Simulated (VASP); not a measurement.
# Ti (P6_3/mmc) in VASP: further runs

Ti is run at these levels: r2SCAN; tasks: single point.

All numbers are computed with VASP 6.6.1; they aren't measurements. Logs are shortened: lines on timing, memory, paths and dates and some standing lists are left out, and cuts for length are marked.

## Step 1: The cell of the first run

The structure is hexagonal, space group P6_3/mmc (No. 194). Conventional cell: a = 2.931 Å, b = 2.931 Å, c = 9.371 Å, α = 90.00°, β = 90.00°, γ = 120.00°. Ti (site symmetry -3m) has 12 Ti at 2.89 to 2.93 Å within 3.8 Å. Ti (site symmetry -6m2) has 12 Ti at 2.89 to 2.93 Å within 3.8 Å.

## Step 2: Single point, r2SCAN (17.43 Å³/atom)

Contents of POSCAR:

```
Ti
1.0
    2.9310645470      0.0000000000      0.0000000000
   -1.4655322735      2.5383763578      0.0000000000
    0.0000000000      0.0000000000      9.3710126135
Ti
4
Direct
    0.0000000000      0.0000000000      0.0000000000
    1.0000000000      0.0000000000      0.5000000000
    0.3333333333      0.6666666667      0.2500000000
    0.6666666667      0.3333333333      0.7500000000
```

Contents of INCAR.step1:

```
SYSTEM = Ti
  PREC = Accurate
  ENCUT = 520
  ISMEAR = -1
  SIGMA = 0.1
  LREAL = .FALSE.
  LASPH = .TRUE.
  NELM = 60
  NBANDS = 32
  GGA = PE
  ALGO = Normal
  EDIFF = 1E-4
  LWAVE = .TRUE.
  LCHARG = .FALSE.
```

Contents of INCAR.step2:

```
SYSTEM = Ti
  PREC = Accurate
  ENCUT = 520
  EDIFF = 1E-6
  ISMEAR = -1
  SIGMA = 0.1
  LREAL = .FALSE.
  LASPH = .TRUE.
  NELM = 60
  ALGO = Normal
  ISIF = 2
  LWAVE = .FALSE.
  LCHARG = .FALSE.
  METAGGA = R2SCAN
  LMIXTAU = .TRUE.
  NBANDS = 32
  ISTART = 1
```

Contents of KPOINTS:

```
regular mesh
0
G
  14 14 4
  0 0 0
```

Potentials or basis: VASP PAW PBE potentials, release 64 (Ti_sv).

Command:

```
$ cat potpaw_PBE.64/Ti_sv/POTCAR > POTCAR
$ cp INCAR.step1 INCAR
$ mpirun -np 1 vasp_std > vasp.out
$ cp INCAR.step2 INCAR
$ mpirun -np 1 vasp_std > vasp.out
```

OUTCAR:

```text
SYSTEM = Ti
   PREC = Accurate
   ENCUT = 520
   EDIFF = 1E-6
   ISMEAR = -1
   LREAL = .FALSE.
   LASPH = .TRUE.
   NELM = 60
   ISIF = 2
   METAGGA = R2SCAN
   ISTART = 1

 ion  position               nearest neighbor table
   1  0.000  0.000  0.000-   3 2.89   4 2.89   3 2.89   4 2.89   4 2.89   3 2.89
   2  0.000  0.000  0.500-   3 2.89   4 2.89   3 2.89   4 2.89   4 2.89   3 2.89
   3  0.333  0.667  0.250-   1 2.89   2 2.89   1 2.89   2 2.89   1 2.89   2 2.89
   4  0.667  0.333  0.750-   1 2.89   2 2.89   1 2.89   2 2.89   1 2.89   2 2.89

  LATTYP: Found a hexagonal cell.
 ALAT       =     2.9310645470
 C/A-ratio  =     3.1971362156

  Lattice vectors:

 A1 = (   2.9310645470,   0.0000000000,   0.0000000000)
 A2 = (  -1.4655322735,   2.5383763578,   0.0000000000)
 A3 = (   0.0000000000,   0.0000000000,   9.3710126135)

Analysis of symmetry for initial positions (statically):
=====================================================================
 Subroutine PRICEL returns:
 Original cell was already a primitive cell.

 Routine SETGRP: Setting up the symmetry group for a
 hexagonal supercell.

 Subroutine GETGRP returns: Found 24 space group operations
 (whereof 12 operations were pure point group operations)
 out of a pool of 24 trial point group operations.

The static configuration has the point symmetry D_3d.
 The point group associated with its full space group is D_6h.

Analysis of symmetry for dynamics (positions and initial velocities):
=====================================================================
 Subroutine PRICEL returns:
 Original cell was already a primitive cell.

 Routine SETGRP: Setting up the symmetry group for a
 hexagonal supercell.

 Subroutine GETGRP returns: Found 24 space group operations
 (whereof 12 operations were pure point group operations)
 out of a pool of 24 trial point group operations.

The dynamic configuration has the point symmetry D_3d.
 The point group associated with its full space group is D_6h.

 Subroutine INISYM returns: Found 24 space group operations
 (whereof 12 operations are pure point group operations),
 and found     1 'primitive' translations

----------------------------------------------------------------------------------------

                                     Primitive cell

  volume of cell :      69.7217

  direct lattice vectors                    reciprocal lattice vectors
     2.931064547  0.000000000  0.000000000     0.341172971  0.196976307  0.000000000
    -1.465532274  2.538376358  0.000000000     0.000000000  0.393952613  0.000000000
     0.000000000  0.000000000  9.371012613     0.000000000  0.000000000  0.106712054

  length of vectors
     2.931064547  2.931064547  9.371012613     0.393952613  0.393952613  0.106712054

  position of ions in fractional coordinates (direct lattice)
     0.000000000  0.000000000  0.000000000
     0.000000000  0.000000000  0.500000000
     0.333333333  0.666666667  0.250000000
     0.666666667  0.333333333  0.750000000

  ion indices of the primitive-cell ions
   primitive index   ion index
                 1           1
                 2           2
                 3           3
                 4           4

----------------------------------------------------------------------------------------

 KPOINTS: regular mesh

Automatic generation of k-mesh.
 Grid dimensions read from file:
 generate k-points for:   14   14    4

 Generating k-lattice:

  Cartesian coordinates                     Fractional coordinates (reciprocal lattice)
     0.024369498  0.014069736  0.000000000     0.071428571  0.000000000  0.000000000
     0.000000000  0.028139472  0.000000000     0.000000000  0.071428571  0.000000000
     0.000000000  0.000000000  0.026678013     0.000000000  0.000000000  0.250000000

  Length of vectors
     0.028139472  0.028139472  0.026678013

  Shift w.r.t. Gamma in fractional coordinates (k-lattice)
     0.000000000  0.000000000  0.000000000

 Subroutine IBZKPT returns following result:
 ===========================================

 Found     72 irreducible k-points:

 Following reciprocal coordinates:
            Coordinates               Weight
  0.000000  0.000000  0.000000      1.000000
  0.071429 -0.000000  0.000000      6.000000
  0.142857 -0.000000  0.000000      6.000000
  0.214286 -0.000000  0.000000      6.000000
  0.285714 -0.000000  0.000000      6.000000
  0.357143 -0.000000  0.000000      6.000000
[... 16 lines left out ...]
  0.285714  0.285714  0.000000      6.000000
  0.357143  0.285714  0.000000      6.000000
 [... further k-points ...]
   k-points           NKPTS =     72   k-points in BZ     NKDIM =     72   number of bands    NBANDS=     32
   number of dos      NEDOS =    301   number of ions     NIONS =      4
   total plane-waves  NPLWV =  40320
   dimension x,y,z NGX =    24 NGY =   24 NGZ =   70
   dimension x,y,z NGXF=    48 NGYF=   48 NGZF=  140
   ions per type =               4
   NGX,Y,Z   is equivalent  to a cutoff of  13.61, 13.61, 12.42 a.u.
   NGXF,Y,Z  is equivalent  to a cutoff of  27.22, 27.22, 24.84 a.u.
 SYSTEM =  Ti
   PREC   = accura    normal or accurate (medium, high low for compatibility)
   ISTART =      1    job   : 0-new  1-cont  2-samecut
   ICHARG =      0    charge: 1-file 2-atom 10-const
   ISPIN  =      1    spin polarized calculation?
   LNONCOLLINEAR =      F non collinear calculations
   LSORBIT =      F    spin-orbit coupling
   LASPH  =      T    aspherical Exc in radial PAW
   ENCUT  =  520.0 eV  38.22 Ry    6.18 a.u.   5.45  5.45 17.42*2*pi/ulx,y,z
   NELM   =     60;   NELMIN=  2; NELMDL=  0     # of ELM steps
   EDIFF  = 0.1E-05   stopping-criterion for ELM
   LREAL  =      F    real-space projection
   EDIFFG = 0.1E-04   stopping-criterion for IOM
   NSW    =      0    number of steps for IOM
   IBRION =     -1    ionic relax: 0-MD 1-quasi-New 2-CG
   NFREE  =      0    steps in history (QN), initial steepest desc. (CG)
   ISIF   =      2    stress and relaxation
   ISYM   =      2    0-nonsym 1-usesym 2-fastsym
   POTIM  = 0.5000    time-step for ionic-motion
   TEBEG  =    0.0;   TEEND  =   0.0 temperature during run
   PSTRESS=    0.0 pullay stress
   NELECT =      48.0000    total number of electrons
   NUPDOWN=      -1.0000    fix difference up-down
   EMIN   =  10.00;   EMAX   =-10.00  energy-range for DOS
   EFERMI =   0.00;   METHOD = LEGACY
   ISMEAR =    -1;   SIGMA  =   0.10  broadening in eV -4-tet -1-fermi 0-gaus
   EFERMI_NEDOS =   21; number of points for ismear=-14 and -15
   IALGO  =     38    algorithm
   IMIX   =      4    mixing-type and parameters
     AMIX     =   0.40;   BMIX     =  1.00
     AMIX_MAG =   1.60;   BMIX_MAG =  1.00
  volume/ion in A,a.u.               =      17.43       117.63
  Fermi-wavevector in a.u.,A,eV,Ry     =   1.445548  2.731690 28.430868  2.089610
  Thomas-Fermi vector in A             =   2.563718
   LORBIT       =      0    0 simple, 1 ext, 2 COOP (PROOUT), +10 PAW based schemes
   METAGGA = R2SCAN    functional components
   LHFCALC =     F    Hartree Fock is set to
   AEXX    =    0.0000 exact exchange contribution
   IVDW    =     0    specifies the selected vdW correction
   LEPSILON=     F    determine dielectric tensor
   LRPA    =     F    only Hartree local field effects (RPA)
 non-spin polarized calculation
  energy-cutoff  :      520.00
  volume of cell :       69.72
 maximum number of plane-waves:      1931
 NGX is ok and might be reduce to    24
   NGX = 11   NGY = 11   NGZ = 35

 number of electron      47.9999991 magnetization

 Free energy of the ion-electron system (eV)
  ---------------------------------------------------
  ext. energy  EPLUGINS =         0.00000000
  ---------------------------------------------------
  free energy    TOTEN  =       -51.70658813 eV

  energy without entropy =      -51.52924840  energy(sigma->0) =      -51.61791826

 E-fermi :   8.2578     XC(G=0): -12.3882

 val. band max:        8.2492836260   @ k =   0.3571   0.1429   0.0000
 cond. band min:       8.2618738168   @ k =   0.2143   0.2143   0.2500
 fundamental gap:      0.0125901908
 Fermi energy:         8.2577715054

 k-point     1 :       0.0000    0.0000    0.0000
  band No.  band energies     occupation
      1     -50.8807      2.00000
      2     -50.8234      2.00000
      3     -50.7999      2.00000
      4     -50.7417      2.00000
      5     -26.4069      2.00000
      6     -26.0676      2.00000
[... 24 lines left out ...]
     31       9.5714      0.00000
     32       9.5714      0.00000

 k-point     2 :       0.0714   -0.0000    0.0000
  band No.  band energies     occupation
      1     -50.8754      2.00000
      2     -50.8196      2.00000
      3     -50.7961      2.00000
      4     -50.7394      2.00000
      5     -26.3953      2.00000
      6     -26.0715      2.00000
[... 24 lines left out ...]
     31       9.5975      0.00000
     32       9.6621      0.00000

 k-point     3 :       0.1429   -0.0000    0.0000
  band No.  band energies     occupation
      1     -50.8604      2.00000
      2     -50.8089      2.00000
      3     -50.7854      2.00000
      4     -50.7332      2.00000
      5     -26.3618      2.00000
      6     -26.0887      2.00000
[... 24 lines left out ...]
     31       9.8274      0.00000
     32       9.9241      0.00000

 k-point     4 :       0.2143   -0.0000    0.0000
  band No.  band energies     occupation
      1     -50.8380      2.00000
      2     -50.7935      2.00000
      3     -50.7699      2.00000
      4     -50.7248      2.00000
      5     -26.3108      2.00000
      6     -26.1330      2.00000
[... 654 lines left out ...]
     31      10.6976      0.00000
     32      11.4066      0.00000

 k-point    23 :       0.2857    0.2857    0.0000
  band No.  band energies     occupation
      1     -50.7447      2.00000
      2     -50.7393      2.00000
      3     -50.7158      2.00000
      4     -50.7104      2.00000
      5     -26.2777      2.00000
      6     -26.2133      2.00000
[... 24 lines left out ...]
     31      10.9367      0.00000
     32      11.1208      0.00000

 k-point    24 :       0.3571    0.2857    0.0000
  band No.  band energies     occupation
      1     -50.7381      2.00000
      2     -50.7369      2.00000
      3     -50.7133      2.00000
      4     -50.7122      2.00000
      5     -26.2694      2.00000
      6     -26.1954      2.00000
[... 24 lines left out ...]
     31      10.9314      0.00000
     32      11.2068      0.00000

 [... further k-points ...]

------------------------ aborting loop because EDIFF is reached ----------------------------------------

  FORCE on cell =-STRESS in cart. coord.  units (eV):
  Direction    XX          YY          ZZ          XY          YZ          ZX
  --------------------------------------------------------------------------------------
  -------------------------------------------------------------------------------------
  Total        0.1617205      0.1617205      0.1682489     -0.0000000      0.0000000     -0.0000000
  in kB        3.7162744      3.7162744      3.8662932     -0.0000000      0.0000000     -0.0000000
  external PRESSURE =       3.7662807 kB  Pullay stress =       0.0000000 kB

 VOLUME and BASIS-vectors are now :
 -----------------------------------------------------------------------------
  energy-cutoff  :      520.00
  volume of cell :       69.72
      direct lattice vectors                 reciprocal lattice vectors
     2.931064547  0.000000000  0.000000000     0.341172971  0.196976307  0.000000000
    -1.465532274  2.538376358  0.000000000     0.000000000  0.393952613  0.000000000
     0.000000000  0.000000000  9.371012613     0.000000000  0.000000000  0.106712054

 POSITION                                       TOTAL-FORCE (eV/Angst)
 -----------------------------------------------------------------------------------
      0.00000      0.00000      0.00000        -0.000000      0.000000      0.000000
      0.00000      0.00000      4.68551        -0.000000      0.000000      0.000000
     -0.00000      1.69225      2.34275        -0.000000      0.000000     -0.000000
      1.46553      0.84613      7.02826         0.000000     -0.000000      0.000000
 -----------------------------------------------------------------------------------
    total drift:                               -0.000000      0.000000      0.000000

  FREE ENERGIE OF THE ION-ELECTRON SYSTEM (eV)
  ---------------------------------------------------
  free  energy   TOTEN  =       -51.7065881253 eV

  energy  without entropy=      -51.5292484031  energy(sigma->0) =      -51.61791826
```

Run time: 4.8 min. Hardware: 1 thread of Intel Xeon 6975P-C (Granite Rapids), shared host; peak memory 0.27 GiB.

Results:

```yaml
Free_energy: -51.7066 eV
Pressure: 0.4 GPa
Band_gap_on_the_k_mesh: zero (bands 24 and 25 overlap by 1.23 eV)
```

Levels at points of the mesh, in eV from the Fermi level:
```tsv
k point	band 22	band 23	band 24	band 25	band 26	band 27
(0.00, 0.00, 0.00)	0.15	0.57	0.80	0.80	0.86	0.86
(0.50, 0.00, 0.00)	-1.27	-1.11	-0.24	0.16	0.76	1.22
(0.00, 0.00, 0.50)	0.07	0.72	0.72	0.94	0.94	0.94
(0.50, 0.00, 0.50)	-1.55	-0.35	-0.35	0.77	0.77	1.10
```

Caveat: the PAW data sets were made with another functional, which shifts forces and pressure a little.

## Step 3: Single point, r2SCAN (18.13 Å³/atom)

This run uses another cell than the first one, of 18.13 Å³/atom.

Contents of POSCAR:

```
Ti
1.0
    2.9696356090      0.0000000000      0.0000000000
   -1.4848178045      2.5717798774      0.0000000000
    0.0000000000      0.0000000000      9.4943295527
Ti
4
Direct
    0.0000000000      0.0000000000      0.0000000000
    1.0000000000      0.0000000000      0.5000000000
    0.3333333333      0.6666666667      0.2500000000
    0.6666666667      0.3333333333      0.7500000000
```

Contents of INCAR.step1:

```
SYSTEM = Ti
PREC = Accurate
ENCUT = 520
ISMEAR = -1
SIGMA = 0.1
LREAL = .False.
LASPH = .True.
NELM = 80
NBANDS = 32
GGA = PE
ALGO = Normal
EDIFF = 1E-4
LWAVE = .True.
LCHARG = .False.
```

Contents of INCAR.step2:

```
SYSTEM = Ti
PREC = Accurate
ENCUT = 520
EDIFF = 1E-7
ISMEAR = -1
SIGMA = 0.1
LREAL = .False.
LASPH = .True.
NELM = 80
ALGO = Normal
ISIF = 2
LWAVE = .False.
LCHARG = .True.
METAGGA = R2SCAN
LMIXTAU = .True.
LELF = .True.
LVHAR = .True.
NBANDS = 32
ISTART = 1
```

Contents of KPOINTS:

```
Automatic mesh
0
Gamma
  14 14 4
  0 0 0
```

Potentials or basis: VASP PAW PBE potentials, release 64 (Ti_sv).

Command:

```
$ cat potpaw_PBE.64/Ti_sv/POTCAR > POTCAR
$ cp INCAR.step1 INCAR
$ mpirun -np 1 vasp_std > vasp.out
$ cp INCAR.step2 INCAR
$ mpirun -np 1 vasp_std > vasp.out
```

Run time: 5.5 min. Hardware: 1 thread of Intel Xeon 6975P-C (Granite Rapids), shared host; peak memory 0.28 GiB.

The run converged. Its results:

```
Free energy            : -51.6766 eV
Pressure               : -3.9 GPa
Band gap on the k mesh : zero (bands 24 and 25 overlap by 1.21 eV)
```

Stress tensor (GPa, compression positive):
```
-3.95  0.00  0.00
 0.00 -3.95  0.00
 0.00  0.00 -3.77
```

Levels at points of the mesh, in eV from the Fermi level:
| k point | band 21 | band 22 | band 23 | band 24 | band 25 | band 26 | band 27 | band 28 |
| --- | --- | --- | --- | --- | --- | --- | --- | --- |
| (0.00, 0.00, 0.00) | 0.09 | 0.15 | 0.47 | 0.78 | 0.78 | 0.83 | 0.83 | 1.00 |
| (0.50, 0.00, 0.00) | -1.37 | -1.21 | -1.07 | -0.26 | 0.17 | 0.74 | 1.16 | 1.22 |
| (0.00, 0.00, 0.50) | 0.02 | 0.02 | 0.70 | 0.70 | 0.91 | 0.91 | 0.91 | 0.91 |
| (0.50, 0.00, 0.50) | -1.47 | -1.47 | -0.38 | -0.38 | 0.73 | 0.73 | 1.07 | 1.07 |

Caveat: the cell stands under tension; the PAW data sets were made with another functional, which shifts forces and pressure a little.

[end of part 1 of 2]
